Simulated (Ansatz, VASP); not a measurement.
## Two plane-wave programs on KMgF3

```
CELL_PARAMETERS angstrom
3.98367 0.00000 0.00000
0.00000 3.98367 0.00000
0.00000 0.00000 3.98367
ATOMIC_POSITIONS crystal
K 0.50000 0.50000 0.50000
Mg 0.00000 0.00000 0.00000
F 0.50000 0.00000 0.00000
F 0.00000 0.50000 0.00000
F 0.00000 0.00000 0.50000
```

Alike in both runs: functional r2SCAN; k mesh 8 × 8 × 8; occupations fermi-dirac, width 0.02 eV; no spin polarisation.

Ansatz relaxed the structure, and its values are those at the end. VASP's run is a single point on that final structure, the one shown.

|  | VASP | Ansatz |
| --- | --- | --- |
| version | VASP 6.6.1 | Ansatz 0.2.0 |
| potentials or method | VASP PAW PBE potentials, release 64 (K_sv, Mg, F), cutoff 520 eV | PAW plane waves |
| valence electrons in the cell | 32 | 40 |

```csv
,VASP,Ansatz,Ansatz less VASP
gap on the k mesh at the Fermi level (eV),8.26,8.29,+0.028
pressure (GPa),-0.8,0.0,+0.79
```

VASP's potentials were made for PBE, not for r2SCAN. The functional is the same, so the differences come from potentials, cutoffs and numerics. VASP's potentials hold 32 valence electrons a cell and Ansatz's 40, so a difference there can come from the potentials and not from the codes. Ansatz's warnings: stress scf threshold loose.
